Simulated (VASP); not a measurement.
Set up this calculation in VASP 6.6.1, as the native input.

```yaml
Task: single point
Functional: LDA
Potentials_or_basis: VASP PAW LDA potentials, release 64 (Si, C_h)
Cutoff: 910 eV
k_mesh: 12 × 12 × 12
Occupations: gaussian, width 0.05 eV
Spin: no spin polarisation
Dipole_correction: no
Second_run: hard_potentials
Further_INCAR_settings: ALGO = Normal; EDIFF = 1e-06; NBANDS = 11
```

The structure of SiC lies in POSCAR:

```
SiC
1.0
    0.5299225898      2.4686637718      2.4686637718
    2.4686637718      0.5299225898      2.4686637718
    2.4686637718      2.4686637718      0.5299225898
Si C
1 1
Direct
    0.0000000000      0.0000000000      0.0000000000
    0.7500000000      0.7500000000      0.7500000000
```

This cell differs from its parent crystal: ratio of the length along [111] to the lengths across it x 1.41, volume and fractional coordinates fixed.

The input as run:

INCAR

```
SYSTEM = SiC
PREC = Accurate
ENCUT = 910
EDIFF = 1E-6
ISMEAR = 0
SIGMA = 0.05
LREAL = .FALSE.
LASPH = .TRUE.
NELM = 120
ALGO = Normal
ISIF = 2
LWAVE = .FALSE.
LCHARG = .FALSE.
NBANDS = 11
GGA_COMPAT = .FALSE.
```

KPOINTS

```
regular mesh
0
G
  12 12 12
  0 0 0
```

Potentials or basis: VASP PAW LDA potentials, release 64 (Si, C_h).

Run with:

```sh
$ cat potpaw_LDA.64/Si/POTCAR potpaw_LDA.64/C_h/POTCAR > POTCAR
$ mpirun -np 1 vasp_std > vasp.out
```

Results of the run:

* Pressure: 26.3 GPa
* Largest force: 0.006 eV/Å
* Band gap on the k mesh: zero (band 4 reaches 9.52 eV, above the bottom of band 5 at 8.68 eV)

Caveat: the cutoff is under 1.25 times the usual one of these potentials, so pressure, stress and relaxed cells hold a basis-set (Pulay) error.

Run time: 66 s on 1 thread of Intel(R) Xeon(R) Platinum 8488C (Sapphire Rapids), with other jobs on the host, peak memory 0.23 GiB.
